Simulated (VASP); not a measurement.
# BiTe (R-3m) in VASP: notebook

Runs on BiTe. Level: PBE. Tasks: single point, relaxation of cell and atoms.

Program: VASP 6.6.1. These are calculated values, not measurements. Logs are shortened: lines on timing, memory, paths and dates and some standing lists are left out, and cuts for length are marked.

## Step 1: The cell of the first run

The structure is trigonal, space group R-3m (No. 166). Conventional cell: a = 4.845 Å, b = 4.845 Å, c = 9.952 Å, α = 90.00°, β = 90.00°, γ = 120.00°. Bi (site symmetry -3m) has 6 Te at 3.25 Å and 6 Bi at 4.34 Å within 4.4 Å. Te (site symmetry -3m) has 6 Bi at 3.25 Å and 6 Te at 4.34 Å within 4.4 Å.

## Step 2: Single point, PBE

Input file INCAR:

```
SYSTEM = BiTe
PREC = Accurate
ENCUT = 520
EDIFF = 1E-7
ISMEAR = 0
SIGMA = 0.1
LREAL = .FALSE.
LASPH = .TRUE.
NELM = 60
ALGO = Normal
ISIF = 2
LWAVE = .FALSE.
LCHARG = .FALSE.
GGA = PE
NBANDS = 18
```

Input file KPOINTS:

```
Automatic mesh
0
G
  6 6 6
  0 0 0
```

Input file POSCAR:

```
BiTe
1.0
    2.4227078100      1.3987510100      3.3172919800
   -2.4227078100      1.3987510100      3.3172919800
    0.0000000000     -2.7975020100      3.3172919800
Bi Te
1 1
Direct
    0.5000000000      0.5000000000      0.5000000000
    0.0000000000      0.0000000000      0.0000000000
```

Potentials or basis: VASP PAW PBE potentials, release 64 (Bi_d, Te).

Started as:

```bash
cat potpaw_PBE.64/Bi_d/POTCAR potpaw_PBE.64/Te/POTCAR > POTCAR
mpirun -np 1 vasp_std > vasp.out
```

OUTCAR:

```text
SYSTEM = BiTe
   PREC = Accurate
   ENCUT = 520
   EDIFF = 1E-7
   ISMEAR = 0
   LREAL = .FALSE.
   LASPH = .TRUE.
   NELM = 60
   ISIF = 2
   GGA = PE

 ion  position               nearest neighbor table
   1  0.500  0.500  0.500-   2 3.25   2 3.25   2 3.25   2 3.25   2 3.25   2 3.25
   2  0.000  0.000  0.000-   1 3.25   1 3.25   1 3.25   1 3.25   1 3.25   1 3.25

  LATTYP: Found a trigonal (rhomboedric) cell.
 ALAT       =     4.3394059042
 COS(alpha) =     0.3765932171

  Lattice vectors:

 A1 = (   2.4227078100,   1.3987510100,   3.3172919800)
 A2 = (  -2.4227078100,   1.3987510100,   3.3172919800)
 A3 = (   0.0000000000,  -2.7975020100,   3.3172919800)

Analysis of symmetry for initial positions (statically):
=====================================================================
 Subroutine PRICEL returns:
 Original cell was already a primitive cell.

 Routine SETGRP: Setting up the symmetry group for a
 trigonal (rhombohedral) supercell.

 Subroutine GETGRP returns: Found 12 space group operations
 (whereof 12 operations were pure point group operations)
 out of a pool of 12 trial point group operations.

The static configuration has the point symmetry D_3d.

Analysis of symmetry for dynamics (positions and initial velocities):
=====================================================================
 Subroutine PRICEL returns:
 Original cell was already a primitive cell.

 Routine SETGRP: Setting up the symmetry group for a
 trigonal (rhombohedral) supercell.

 Subroutine GETGRP returns: Found 12 space group operations
 (whereof 12 operations were pure point group operations)
 out of a pool of 12 trial point group operations.

The dynamic configuration has the point symmetry D_3d.

 Subroutine INISYM returns: Found 12 space group operations
 (whereof 12 operations are pure point group operations),
 and found     1 'primitive' translations

----------------------------------------------------------------------------------------

                                     Primitive cell

  volume of cell :      67.4491

  direct lattice vectors                    reciprocal lattice vectors
     2.422707810  1.398751010  3.317291980     0.206380645  0.119153921  0.100483568
    -2.422707810  1.398751010  3.317291980    -0.206380645  0.119153921  0.100483568
     0.000000000 -2.797502010  3.317291980     0.000000000 -0.238307842  0.100483568

[... 80 lines left out ...]
   LASPH  =      T    aspherical Exc in radial PAW
   ENCUT  =  520.0 eV  38.22 Ry    6.18 a.u.   8.07  8.07  8.07*2*pi/ulx,y,z
   NELM   =     60;   NELMIN=  2; NELMDL= -5     # of ELM steps
   EDIFF  = 0.1E-06   stopping-criterion for ELM
   LREAL  =      F    real-space projection
   EDIFFG = 0.1E-05   stopping-criterion for IOM
   NSW    =      0    number of steps for IOM
   IBRION =     -1    ionic relax: 0-MD 1-quasi-New 2-CG
   NFREE  =      0    steps in history (QN), initial steepest desc. (CG)
   ISIF   =      2    stress and relaxation
   ISYM   =      2    0-nonsym 1-usesym 2-fastsym
   POTIM  = 0.5000    time-step for ionic-motion
   TEBEG  =    0.0;   TEEND  =   0.0 temperature during run
   PSTRESS=    0.0 pullay stress
   NELECT =      21.0000    total number of electrons
   NUPDOWN=      -1.0000    fix difference up-down
   EMIN   =  10.00;   EMAX   =-10.00  energy-range for DOS
   EFERMI =   0.00;   METHOD = LEGACY
   ISMEAR =     0;   SIGMA  =   0.10  broadening in eV -4-tet -1-fermi 0-gaus
   EFERMI_NEDOS =   21; number of points for ismear=-14 and -15
   IALGO  =     38    algorithm
   IMIX   =      4    mixing-type and parameters
     AMIX     =   0.40;   BMIX     =  1.00
     AMIX_MAG =   1.60;   BMIX_MAG =  1.00
  volume/ion in A,a.u.               =      33.72       227.58
  Fermi-wavevector in a.u.,A,eV,Ry     =   1.109573  2.096789 16.750837  1.231152
  Thomas-Fermi vector in A             =   2.246114
   LORBIT       =      0    0 simple, 1 ext, 2 COOP (PROOUT), +10 PAW based schemes
   GGA     = PE    functional components
   LHFCALC =     F    Hartree Fock is set to
   AEXX    =    0.0000 exact exchange contribution
   IVDW    =     0    specifies the selected vdW correction
   LEPSILON=     F    determine dielectric tensor
   LRPA    =     F    only Hartree local field effects (RPA)
 non-spin polarized calculation
 Gauss-broadening in eV      SIGMA  =   0.10
  energy-cutoff  :      520.00
  volume of cell :       67.45
 maximum number of plane-waves:      1832
   NGX = 17   NGY = 17   NGZ = 17

 number of electron      20.9999996 magnetization

 Free energy of the ion-electron system (eV)
  ---------------------------------------------------
  ext. energy  EPLUGINS =         0.00000000
  ---------------------------------------------------
  free energy    TOTEN  =        -7.18645295 eV

  energy without entropy =       -7.18055872  energy(sigma->0) =       -7.18350584

 E-fermi :   6.6397     XC(G=0):  -9.4782

 val. band max:        6.6305786299   @ k =   0.5000   0.3333   0.1667
 cond. band min:       6.6762450605   @ k =   0.3333   0.3333   0.1667
 fundamental gap:      0.0456664306
 Fermi energy:         6.6397094048

 k-point     1 :       0.0000    0.0000    0.0000
  band No.  band energies     occupation
      1     -16.5595      2.00000
      2     -16.5595      2.00000
      3     -16.5468      2.00000
      4     -16.5468      2.00000
      5     -16.5321      2.00000
      6      -6.8128      2.00000
[... 481 lines left out ...]
      5     -16.5292      2.00000
      6      -4.7234      2.00000
[... 10 lines left out ...]
     17      16.1590      0.00000
     18      17.4587      0.00000

 [... further k-points ...]

------------------------ aborting loop because EDIFF is reached ----------------------------------------

  FORCE on cell =-STRESS in cart. coord.  units (eV):
  Direction    XX          YY          ZZ          XY          YZ          ZX
  --------------------------------------------------------------------------------------
  -------------------------------------------------------------------------------------
  Total       -0.0177561     -0.0177561     -0.1182880      0.0000000     -0.0000000      0.0000000
  in kB       -0.4217760     -0.4217760     -2.8097958      0.0000000     -0.0000000      0.0000000
  external PRESSURE =      -1.2177826 kB  Pullay stress =       0.0000000 kB

 VOLUME and BASIS-vectors are now :
 -----------------------------------------------------------------------------
  energy-cutoff  :      520.00
  volume of cell :       67.45
      direct lattice vectors                 reciprocal lattice vectors
     2.422707810  1.398751010  3.317291980     0.206380645  0.119153921  0.100483568
    -2.422707810  1.398751010  3.317291980    -0.206380645  0.119153921  0.100483568
     0.000000000 -2.797502010  3.317291980     0.000000000 -0.238307842  0.100483568

 POSITION                                       TOTAL-FORCE (eV/Angst)
 -----------------------------------------------------------------------------------
      0.00000      0.00000      4.97594        -0.000000      0.000000     -0.000000
      0.00000      0.00000      0.00000         0.000000     -0.000000      0.000000
 -----------------------------------------------------------------------------------
    total drift:                               -0.000000      0.000000     -0.000000

  FREE ENERGIE OF THE ION-ELECTRON SYSTEM (eV)
  ---------------------------------------------------
  free  energy   TOTEN  =        -7.1864529476 eV

  energy  without entropy=       -7.1805587229  energy(sigma->0) =       -7.18350584
```

OSZICAR:

```text
N       E                     dE             d eps       ncg     rms          rms(c)
DAV:   1     0.159523791918E+03    0.15952E+03   -0.98685E+03  1152   0.112E+03
DAV:   2     0.506745549765E+01   -0.15446E+03   -0.15080E+03  1220   0.310E+02
DAV:   3    -0.688006242492E+01   -0.11948E+02   -0.11803E+02  1410   0.889E+01
DAV:   4    -0.721409379759E+01   -0.33403E+00   -0.33374E+00  1474   0.159E+01
DAV:   5    -0.722632231108E+01   -0.12229E-01   -0.12228E-01  1526   0.282E+00    0.577E+00
DAV:   6    -0.718269692647E+01    0.43625E-01   -0.14290E-01  1602   0.223E+00    0.358E+00
DAV:   7    -0.718633491348E+01   -0.36380E-02   -0.33300E-02  1380   0.904E-01    0.751E-01
DAV:   8    -0.718632664070E+01    0.82728E-05   -0.47073E-03  1422   0.464E-01    0.141E-01
DAV:   9    -0.718645272337E+01   -0.12608E-03   -0.47525E-04  1332   0.133E-01    0.518E-02
DAV:  10    -0.718645332790E+01   -0.60452E-06   -0.23489E-05  1530   0.286E-02    0.311E-02
DAV:  11    -0.718645353627E+01   -0.20837E-06   -0.18382E-05  1368   0.322E-02    0.489E-03
DAV:  12    -0.718645303439E+01    0.50188E-06   -0.35526E-06  1482   0.152E-02    0.314E-03
DAV:  13    -0.718645292560E+01    0.10879E-06   -0.26500E-07  1256   0.362E-03    0.102E-03
DAV:  14    -0.718645294759E+01   -0.21990E-07   -0.29167E-08   714   0.167E-03
   1 F= -.71864529E+01 E0= -.71835058E+01  d E =-.589422E-02
```

stdout:

```text
POSCAR found type information on POSCAR BiTe
 POSCAR found :  2 types and       2 ions
 scaLAPACK will be used
 LDA part: xc-table for (Slater+PW92), standard interpolation
 POSCAR, INCAR and KPOINTS ok, starting setup
 FFT: planning ... GRIDC
 FFT: planning ... GRID_SOFT
 FFT: planning ... GRID
 WAVECAR not read
 entering main loop
```

It took 15 s on 1 thread of Intel Xeon 6975P-C (Granite Rapids), shared host; peak memory 0.19 GiB.

Results:

| Quantity | Value |
| --- | --- |
| Free energy | -7.1865 eV |
| Pressure | -0.1 GPa |
| Band gap on the k mesh | zero (an odd number of electrons rules out a gap without spin polarisation) |

Stress tensor (GPa, compression positive):
```
-0.04  0.00  0.00
 0.00 -0.04  0.00
 0.00  0.00 -0.28
```

Caveat: spin-orbit coupling is left out, which moves the levels of the heavy elements.

## Step 3: Single point, PBE

Input file INCAR:

```
PREC     = Accurate       # precision mode
ENCUT    = 520            # plane-wave cutoff, eV
EDIFF    = 1E-6           # SCF threshold, eV
ISMEAR   = 0              # smearing method
SIGMA    = 0.1            # smearing width, eV
LREAL    = F              # projectors in reciprocal space
LASPH    = T              # aspherical terms in the spheres
NELM     = 100            # most SCF steps
ALGO     = Normal         # electronic algorithm
ISIF     = 2              # what is computed and relaxed
LWAVE    = F              # write WAVECAR
LCHARG   = F              # write CHGCAR
GGA      = PE             # functional
NBANDS   = 18             # bands
```

Input file KPOINTS:

```
regular mesh
0
Gamma
  12 12 12
```

Input file POSCAR:

```
BiTe
1.0
    2.4222948208      1.3985125685      3.3133448041
   -2.4222948208      1.3985125685      3.3133448041
    0.0000000000     -2.7970251321      3.3133448062
Bi Te
1 1
Direct
    0.5000000000      0.5000000000      0.5000000000
    0.0000000000      0.0000000000      0.0000000000
```

Potentials or basis: VASP PAW PBE potentials, release 64 (Bi_d, Te).

Started as:

```bash
cat potpaw_PBE.64/Bi_d/POTCAR potpaw_PBE.64/Te/POTCAR > POTCAR
mpirun -np 1 vasp_std > vasp.out
```

Run time: 51 s. Hardware: 1 thread of Intel Xeon 6975P-C (Granite Rapids), shared host; peak memory 0.35 GiB.

The run converged. Its results:

| Item | Value |
| --- | --- |
| Free energy | -7.1847 eV |
| Pressure | 0.0 GPa |
| Band gap on the k mesh | zero (an odd number of electrons rules out a gap without spin polarisation) |

Levels at points of the mesh, in eV from the Fermi level:
```
           k point  band 7  band 8  band 9  band 10  band 11  band 12  band 13  band 14
(0.00, 0.00, 0.00)   -8.28   -2.93   -2.93    -1.62     1.87     2.51     2.51     4.06
(0.50, 0.00, 0.00)  -11.36   -1.87   -1.83    -1.04    -0.96    -0.61     0.31     6.69
(0.50, 0.50, 0.00)   -9.98   -5.62   -4.50    -3.31     2.41     3.06     3.59     4.57
(0.50, 0.50, 0.50)  -10.95   -2.37   -2.37    -2.24    -1.57    -1.27    -1.27     7.99
```

Caveat: spin-orbit coupling is left out, which moves the levels of the heavy elements.

## Step 4: Relaxation of cell and atoms, PBE

Input file INCAR:

```
PREC = Accurate
ENCUT = 600
EDIFF = 1E-7
ISMEAR = 0
SIGMA = 0.1
LREAL = False
LASPH = True
NELM = 80
ALGO = Normal
ISIF = 3
LWAVE = False
LCHARG = False
GGA = PE
IBRION = 2
NSW = 100
EDIFFG = -0.01
```

Input file KPOINTS:

```
Automatic mesh
0
Gamma
  12 12 12
```

Input file POSCAR:

```
BiTe
1.0
    2.4227078100      1.3987510100      3.3172919800
   -2.4227078100      1.3987510100      3.3172919800
    0.0000000000     -2.7975020100      3.3172919800
Bi Te
1 1
Direct
    0.5000000000      0.5000000000      0.5000000000
    0.0000000000      0.0000000000      0.0000000000
```

Potentials or basis: VASP PAW PBE potentials, release 64 (Bi_d, Te).

Started as:

```bash
cat potpaw_PBE.64/Bi_d/POTCAR potpaw_PBE.64/Te/POTCAR > POTCAR
mpirun -np 1 vasp_std > vasp.out
```

OUTCAR:

```text
PREC = Accurate
   ENCUT = 600
   EDIFF = 1E-7
   ISMEAR = 0
   LREAL = False
   LASPH = True
   NELM = 80
   ISIF = 3
   GGA = PE
   IBRION = 2
   NSW = 100
   EDIFFG = -0.01

 ion  position               nearest neighbor table
   1  0.500  0.500  0.500-   2 3.25   2 3.25   2 3.25   2 3.25   2 3.25   2 3.25
   2  0.000  0.000  0.000-   1 3.25   1 3.25   1 3.25   1 3.25   1 3.25   1 3.25

  LATTYP: Found a trigonal (rhomboedric) cell.
 ALAT       =     4.3394059042
 COS(alpha) =     0.3765932171

  Lattice vectors:

 A1 = (   2.4227078100,   1.3987510100,   3.3172919800)
 A2 = (  -2.4227078100,   1.3987510100,   3.3172919800)
 A3 = (   0.0000000000,  -2.7975020100,   3.3172919800)

Analysis of symmetry for initial positions (statically):
[... 265 lines left out ...]
      1     -16.5369      2.00000
      2     -16.5369      2.00000
      3     -16.5258      2.00000
      4     -16.5258      2.00000
      5     -16.5120      2.00000
      6      -6.8025      2.00000
      7      -1.5795      2.00000
      8       3.7738      2.00000
      9       3.7738      2.00000
     10       5.0778      2.00000
     11       8.5708      0.00000
     12       9.2055      0.00000
     13       9.2055      0.00000
     14      10.7582      0.00000
[... 377 lines left out ...]
      1     -16.5376      2.00000
      2     -16.5362      2.00000
      3     -16.5287      2.00000
      4     -16.5192      2.00000
      5     -16.5081      2.00000
      6      -4.8944      2.00000
      7      -4.4393      2.00000
      8       2.8477      2.00000
      9       4.3800      2.00000
     10       4.8674      2.00000
     11       6.7037      0.94934
     12       7.6352      0.00000
     13       8.4913      0.00000
     14      12.0296      0.00000

 [... further k-points ...]

------------------------ aborting loop because EDIFF is reached ----------------------------------------

  FORCE on cell =-STRESS in cart. coord.  units (eV):
  Direction    XX          YY          ZZ          XY          YZ          ZX
  --------------------------------------------------------------------------------------
  -------------------------------------------------------------------------------------
  Total        0.0100656      0.0100656     -0.0120160     -0.0000000     -0.0000000      0.0000000
  in kB        0.2394886      0.2394886     -0.2858954     -0.0000000     -0.0000000      0.0000000
  external PRESSURE =       0.0643606 kB  Pullay stress =       0.0000000 kB
[... 17 lines left out ...]
  FREE ENERGIE OF THE ION-ELECTRON SYSTEM (eV)
  ---------------------------------------------------
  free  energy   TOTEN  =        -7.1847652523 eV

  energy  without entropy=       -7.1782086550  energy(sigma->0) =       -7.18148695

 reached required accuracy - stopping structural energy minimisation
```

OSZICAR:

```text
N       E                     dE             d eps       ncg     rms          rms(c)
DAV:   1     0.161443541137E+03    0.16144E+03   -0.10935E+04  5300   0.161E+03
[... 24 lines left out ...]
DAV:   1    -0.718482264589E+01   -0.59869E-04   -0.16443E-03  6438   0.647E-01    0.407E-02
DAV:   2    -0.718477659695E+01    0.46049E-04   -0.88251E-05  6486   0.158E-01    0.172E-02
DAV:   3    -0.718476627192E+01    0.10325E-04   -0.40019E-05  6540   0.958E-02    0.294E-03
DAV:   4    -0.718476589961E+01    0.37231E-06   -0.93489E-07  5496   0.886E-03    0.354E-03
DAV:   5    -0.718476536218E+01    0.53743E-06   -0.22522E-07  3454   0.628E-03    0.788E-04
DAV:   6    -0.718476522912E+01    0.13307E-06   -0.75261E-08  2814   0.472E-03    0.235E-04
DAV:   7    -0.718476525232E+01   -0.23206E-07   -0.10936E-08  2760   0.135E-03
   3 F= -.71847653E+01 E0= -.71814870E+01  d E =-.260827E-04
```

Wall time 2.7 min (1 thread of Intel Xeon 6975P-C (Granite Rapids), shared host); peak memory 0.4 GiB.

What came out:

* Free energy: -7.1848 eV
* Relaxed volume: 33.67 Å³/atom
* Relaxed cell: a = 4.337 Å, b = 4.337 Å, c = 4.337 Å, α = 67.89°, β = 67.89°, γ = 67.89°
* Space group after relaxing (to 0.1 Å): R-3m (No. 166)
* Energy gained by relaxing: 0.0 meV/atom
* Ionic steps: 3
* Pressure after relaxing: 0.0 GPa
* Band gap on the k mesh: zero (an odd number of electrons rules out a gap without spin polarisation)

Final structure:
```cif
data_structure
_symmetry_space_group_name_H-M 'P 1'
_symmetry_Int_Tables_number 1
_cell_length_a 4.3367
_cell_length_b 4.3367
_cell_length_c 4.3367
_cell_angle_alpha 67.889
_cell_angle_beta 67.889
_cell_angle_gamma 67.889
_cell_volume 67.34
loop_
_atom_site_label
_atom_site_type_symbol
_atom_site_fract_x
_atom_site_fract_y
_atom_site_fract_z
_atom_site_occupancy
Bi1 Bi 0.50000 0.50000 0.50000 1
Te1 Te 0.00000 0.00000 0.00000 1
```

Levels at points of the mesh, in eV from the Fermi level:
| k point | band 7 | band 8 | band 9 | band 10 | band 11 | band 12 | band 13 | band 14 |
| --- | --- | --- | --- | --- | --- | --- | --- | --- |
| (0.00, 0.00, 0.00) | -8.28 | -2.93 | -2.93 | -1.62 | 1.87 | 2.51 | 2.51 | 4.06 |
| (0.50, 0.00, 0.00) | -11.36 | -1.87 | -1.83 | -1.04 | -0.96 | -0.61 | 0.31 | 6.69 |
| (0.50, 0.50, 0.00) | -9.98 | -5.62 | -4.50 | -3.31 | 2.41 | 3.06 | 3.59 | 4.58 |
| (0.50, 0.50, 0.50) | -10.95 | -2.36 | -2.36 | -2.24 | -1.57 | -1.27 | -1.27 | 7.99 |

Caveat: spin-orbit coupling is left out, which moves the levels of the heavy elements.

## Step 5: Summary

```tsv
task	cell	k mesh	cutoff (eV)	gap on the mesh (eV)	pressure (GPa)
single point	a = 4.339 Å, angles 67.9°, 2 atoms	6 × 6 × 6	520	none	-0.1
single point	a = 4.336 Å, angles 67.9°, 2 atoms	12 × 12 × 12	520	none	0.0
relaxation of cell and atoms	relaxed from a = 4.339 Å, angles 67.9°, 2 atoms	12 × 12 × 12	600	none	0.0
```

Alike in all rows: level PBE; potentials or basis VASP PAW PBE potentials, release 64 (Bi_d, Te); no spin polarisation; smearing gaussian 0.1 eV.

Caveats: spin-orbit coupling is left out, which moves the levels of the heavy elements.

Total energies depend on the potentials used, so only differences within one code and one set of settings carry meaning.
